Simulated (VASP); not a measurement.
# TiB2 (P6/mmm) in VASP: a series of runs, part 2 of 2

VASP 6.6.1. The steps go on from the part before.

## (3) Single point, PBEsol (volume scaled by 0.98)

INCAR reads:

```
ALGO = Normal ; EDIFF = 1E-6
ENCUT = 520 ; GGA = PS
ISIF = 2 ; ISMEAR = -1
LASPH = T ; LCHARG = T
LELF = T ; LREAL = F
LVHAR = T ; LWAVE = F
NBANDS = 16 ; NELM = 100
PREC = Accurate ; SIGMA = 0.05
```

KPOINTS reads:

```
k-points
0
Gamma
  10 10 8
```

POSCAR reads:

```
TiB2
1.0
    3.0088691861      0.0000000000      0.0000000000
   -1.5044345930      2.6057571518      0.0000000000
    0.0000000000      0.0000000000      3.2067322330
Ti B
1 2
Direct
    0.0000000000      0.0000000000      0.0000000000
    0.6666666667      0.3333333333      0.5000000000
    0.3333333333      0.6666666667      0.5000000000
```

Potentials or basis: VASP PAW PBE potentials, release 64 (Ti_sv, B).

Command:

```sh
$ cat potpaw_PBE.64/Ti_sv/POTCAR potpaw_PBE.64/B/POTCAR > POTCAR
$ mpirun -np 1 vasp_std > vasp.out
```

Run time: 8.4 s. Hardware: 1 thread of Intel Xeon 6975P-C (Granite Rapids), shared host; peak memory 0.15 GiB.

Results (log left out):

```yaml
Free_energy: -25.7848 eV
Pressure: 0.6 GPa
Band_gap_on_the_k_mesh: zero (band 9 reaches 10.51 eV, above the bottom of band 10 at 9.94 eV)
```

Stress tensor (GPa, compression positive):
```
 1.75  0.00  0.00
 0.00  1.75  0.00
 0.00  0.00 -1.74
```

Levels at points of the mesh, in eV from the Fermi level:
```tsv
k point	band 6	band 7	band 8	band 9	band 10	band 11	band 12	band 13
(0.00, 0.00, 0.00)	-2.57	-2.57	-2.24	-2.13	2.02	2.02	3.85	3.85
(0.50, 0.00, 0.00)	-9.14	-3.22	-3.20	-2.27	1.45	2.91	3.40	3.51
(0.00, 0.00, 0.50)	-7.63	-0.45	-0.45	-0.12	-0.12	0.51	0.51	1.76
(0.50, 0.00, 0.50)	-7.49	-4.64	-3.84	-3.07	2.63	3.09	4.72	4.81
```

Caveat: the cell differs from its parent crystal (volume scaled by 0.98); the PAW data sets were made with another functional, which shifts forces and pressure a little.

## (4) Single point, LDA

This run uses another cell than the first one, of 8.55 Å³/atom, 1.020 times its volume.

INCAR reads:

```
PREC     = Accurate       # precision mode
ENCUT    = 520            # plane-wave cutoff, eV
EDIFF    = 1E-7           # SCF threshold, eV
ISMEAR   = -1             # smearing method
SIGMA    = 0.05           # smearing width, eV
LREAL    = False          # projectors in reciprocal space
LASPH    = True           # aspherical terms in the spheres
NELM     = 60             # most SCF steps
ALGO     = Normal         # electronic algorithm
ISIF     = 2              # what is computed and relaxed
LWAVE    = False          # write WAVECAR
LCHARG   = False          # write CHGCAR
NBANDS   = 16             # bands
```

KPOINTS reads:

```
Automatic mesh
0
Gamma
  10 10 8
```

POSCAR reads:

```
TiB2
1.0
    3.0292000000      0.0000000000      0.0000000000
   -1.5146000000      2.6233641531      0.0000000000
    0.0000000000      0.0000000000      3.2284000000
Ti B
1 2
Direct
    0.0000000000      0.0000000000      0.0000000000
    0.6666666667      0.3333333333      0.5000000000
    0.3333333333      0.6666666667      0.5000000000
```

Potentials or basis: VASP PAW LDA potentials, release 64 (Ti_sv, B).

Command:

```sh
$ cat potpaw_LDA.64/Ti_sv/POTCAR potpaw_LDA.64/B/POTCAR > POTCAR
$ mpirun -np 1 vasp_std > vasp.out
```

OUTCAR:

```text
PREC = Accurate
   ENCUT = 520
   EDIFF = 1E-7
   ISMEAR = -1
   LREAL = False
   LASPH = True
   NELM = 60
   ISIF = 2

 ion  position               nearest neighbor table
   1  0.000  0.000  0.000-   2 2.38   3 2.38   2 2.38   3 2.38   3 2.38   3 2.38   2 2.38   2 2.38
                             2 2.38   2 2.38   3 2.38   3 2.38
   2  0.667  0.333  0.500-   3 1.75   3 1.75   3 1.75   1 2.38   1 2.38   1 2.38   1 2.38   1 2.38
                             1 2.38
   3  0.333  0.667  0.500-   2 1.75   2 1.75   2 1.75   1 2.38   1 2.38   1 2.38   1 2.38   1 2.38
                             1 2.38

  LATTYP: Found a hexagonal cell.
 ALAT       =     3.0292000000
 C/A-ratio  =     1.0657599366

  Lattice vectors:

 A1 = (   3.0292000000,   0.0000000000,   0.0000000000)
 A2 = (  -1.5146000000,   2.6233641531,   0.0000000000)
 A3 = (   0.0000000000,   0.0000000000,   3.2284000000)

Analysis of symmetry for initial positions (statically):
=====================================================================
 Subroutine PRICEL returns:
 Original cell was already a primitive cell.

 Routine SETGRP: Setting up the symmetry group for a
 hexagonal supercell.

[... 164 lines left out ...]
  free energy    TOTEN  =       -26.87868139 eV

  energy without entropy =      -26.87235126  energy(sigma->0) =      -26.87551632

 E-fermi :   9.8541     XC(G=0): -12.9522

 val. band max:        9.8271334727   @ k =   0.2000   0.2000   0.1250
 cond. band min:       9.8568016068   @ k =   0.3000   0.2000   0.0000
 fundamental gap:      0.0296681341
 Fermi energy:         9.8541057261

 k-point     1 :       0.0000    0.0000    0.0000
  band No.  band energies     occupation
      1     -46.3225      2.00000
      2     -23.0600      2.00000
      3     -22.7435      2.00000
      4     -22.7435      2.00000
      5      -3.3726      2.00000
      6       7.3327      2.00000
[... 433 lines left out ...]
      3     -23.0150      2.00000
      4     -22.8596      2.00000
      5       0.2689      2.00000
      6       1.6834      2.00000
[... 8 lines left out ...]
     15      18.6120      0.00000
     16      19.4708      0.00000

 [... further k-points ...]
[... 5 lines left out ...]
  --------------------------------------------------------------------------------------
  -------------------------------------------------------------------------------------
  Total       -1.6522964     -1.6522964     -1.8203106      0.0000000      0.0000000      0.0000000
  in kB     -103.1869250   -103.1869250   -113.6795151      0.0000000      0.0000000      0.0000000
  external PRESSURE =    -106.6844550 kB  Pullay stress =       0.0000000 kB

 VOLUME and BASIS-vectors are now :
 -----------------------------------------------------------------------------
  energy-cutoff  :      520.00
  volume of cell :       25.66
      direct lattice vectors                 reciprocal lattice vectors
     3.029200000  0.000000000  0.000000000     0.330120164  0.190594965  0.000000000
    -1.514600000  2.623364153  0.000000000     0.000000000  0.381189931  0.000000000
     0.000000000  0.000000000  3.228400000     0.000000000  0.000000000  0.309750960

 POSITION                                       TOTAL-FORCE (eV/Angst)
 -----------------------------------------------------------------------------------
      0.00000      0.00000      0.00000        -0.000000      0.000000     -0.000000
      1.51460      0.87445      1.61420        -0.000000     -0.000000     -0.000000
     -0.00000      1.74891      1.61420         0.000000      0.000000      0.000000
 -----------------------------------------------------------------------------------
    total drift:                               -0.000000      0.000000      0.000000

  FREE ENERGIE OF THE ION-ELECTRON SYSTEM (eV)
  ---------------------------------------------------
  free  energy   TOTEN  =       -26.8786813885 eV

  energy  without entropy=      -26.8723512561  energy(sigma->0) =      -26.87551632
```

Wall time 8.8 s (1 thread of Intel Xeon 6975P-C (Granite Rapids), shared host); peak memory 0.14 GiB.

What came out:

| Quantity | Value |
| --- | --- |
| Free energy | -26.8787 eV |
| Pressure | -10.7 GPa |
| Band gap on the k mesh | zero (band 9 reaches 10.29 eV, above the bottom of band 10 at 9.74 eV) |

Stress tensor (GPa, compression positive):
```
-10.32   0.00   0.00
  0.00 -10.32   0.00
  0.00   0.00 -11.37
```

## (5) Summary

```csv
level,potentials or basis,cell,gap on the mesh (eV),pressure (GPa)
LDA,"VASP PAW LDA potentials, release 64 (Ti_sv, B)","a = 3.009, b = 3.009, c = 3.207 Å, angles 90.0, 90.0, 120.0°, 3 atoms",none,-5.7
PBEsol,"VASP PAW PBE potentials, release 64 (Ti_sv, B)","a = 3.009, b = 3.009, c = 3.207 Å, angles 90.0, 90.0, 120.0°, 3 atoms",none,0.6
LDA,"VASP PAW LDA potentials, release 64 (Ti_sv, B)","a = 3.029, b = 3.029, c = 3.228 Å, angles 90.0, 90.0, 120.0°, 3 atoms",none,-10.7
```

Alike in all rows: task single point; no spin polarisation; k mesh 10 × 10 × 8; cutoff (eV) 520; smearing fermi-dirac 0.05 eV.

Caveats: the PAW data sets were made with another functional, which shifts forces and pressure a little (some runs).

Absolute energies hang on the potentials; compare differences alone.
